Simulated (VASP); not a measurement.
Runs of VASP 6.6.1 on SiC. The structure is that of space group P6_3mc (No. 186), or close to it. The cells are those of the table. 

| cell | k mesh | smearing | gap on the mesh (eV) | pressure (GPa) | largest force (eV/Å) |
| --- | --- | --- | --- | --- | --- |
| a = 3.078, b = 3.078, c = 10.077 Å, angles 90.0, 90.0, 120.0°, 8 atoms | 12 × 12 × 4 | gaussian 0.02 eV | 2.61 | -0.2 | - |
| a = 3.078, b = 3.078, c = 10.077 Å, angles 90.0, 90.0, 120.0°, 8 atoms | 12 × 12 × 4 | gaussian 0.05 eV | 2.61 | -0.2 | - |
| a = 3.078, b = 3.078, c = 10.077 Å, angles 90.0, 90.0, 60.0°, 8 atoms | 8 × 8 × 3 | gaussian 0.05 eV | 2.61 | -0.2 | - |
| a = 3.138, b = 3.138, c = 10.276 Å, angles 90.0, 90.0, 120.0°, 8 atoms | 12 × 12 × 4 | gaussian 0.02 eV | 2.58 | (d) | 0.01 |
| a = 2.983, b = 2.983, c = 9.761 Å, angles 90.0, 90.0, 120.0°, 8 atoms | 12 × 12 × 4 | gaussian 0.02 eV | 2.65 | (a) | - |
| a = 3.108, b = 3.108, c = 10.177 Å, angles 90.0, 90.0, 120.0°, 8 atoms | 12 × 12 × 4 | gaussian 0.02 eV | 2.59 | (c) | 0.01 |
| a = 3.047, b = 3.047, c = 9.973 Å, angles 90.0, 90.0, 120.0°, 8 atoms | 12 × 12 × 4 | gaussian 0.02 eV | 2.63 | 7.1 | 0.01 |
| a = 3.015, b = 3.015, c = 9.868 Å, angles 90.0, 90.0, 120.0°, 8 atoms | 12 × 12 × 4 | gaussian 0.02 eV | 2.64 | (b) | 0.01 |
| a = 2.950, b = 2.950, c = 9.650 Å, angles 90.0, 90.0, 120.0°, 8 atoms | 12 × 12 × 4 | gaussian 0.02 eV | 2.66 | 36.8 | - |
| a = 3.176, b = 3.176, c = 10.405 Å, angles 90.0, 90.0, 120.0°, 8 atoms | 12 × 12 × 4 | gaussian 0.02 eV | 2.55 | -18.1 | 0.01 |

Alike in all rows: task single point; level r2SCAN; potentials or basis VASP PAW PBE potentials, release 64 (Si, C); no spin polarisation; cutoff (eV) 520.

**Question.** Estimate the missing entries.

**Answer.** (a) 25.4; (b) 15.6; (c) -6.5; (d) -12.0.

Caveats: the PAW data sets were made with another functional, which shifts forces and pressure a little; the cell stands under pressure (at least some runs); the cell stands under tension (at least some runs); an odd mesh through Γ misses points on the zone boundary, where band edges can lie (at least some runs).
